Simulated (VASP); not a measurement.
Here is a VASP 6.6.1 calculation.

INCAR

```
SYSTEM = Ti
  PREC = Accurate
  ENCUT = 600
  EDIFF = 1E-7
  ISMEAR = 0
  SIGMA = 0.1
  LREAL = .False.
  LASPH = .True.
  NELM = 100
  ALGO = Fast
  ISIF = 3
  LWAVE = .False.
  LCHARG = .False.
  GGA = PE
  IVDW = 12
  IBRION = 2
  NSW = 70
  EDIFFG = -0.005
```

File KPOINTS:

```
Automatic mesh
0
Gamma
  18 18 18
  0 0 0
```

File POSCAR:

```
Ti
1.0
   -1.6277527636      1.6277527636      1.6277527636
    1.6277527636     -1.6277527636      1.6277527636
    1.6277527636      1.6277527636     -1.6277527636
Ti
1
Direct
    0.0000000000      0.0000000000      0.0000000000
```

Potentials or basis: VASP PAW PBE potentials, release 64 (Ti_sv).

The run is started by

```console
$ cat potpaw_PBE.64/Ti_sv/POTCAR > POTCAR
$ mpirun -np 1 vasp_std > vasp.out
```

(1) Estimate the relaxed cell.

(2) What does it give for the dispersion energy per atom?

(3) Estimate the relaxed volume.

## Answers

(1) a = 2.764 Å, b = 2.764 Å, c = 2.764 Å, α = 109.47°, β = 109.47°, γ = 109.47°.

(2) -0.644 eV.

(3) 16.26 Å³/atom.

Caveat: pairwise dispersion overbinds metals, which lowers pressure and volume.
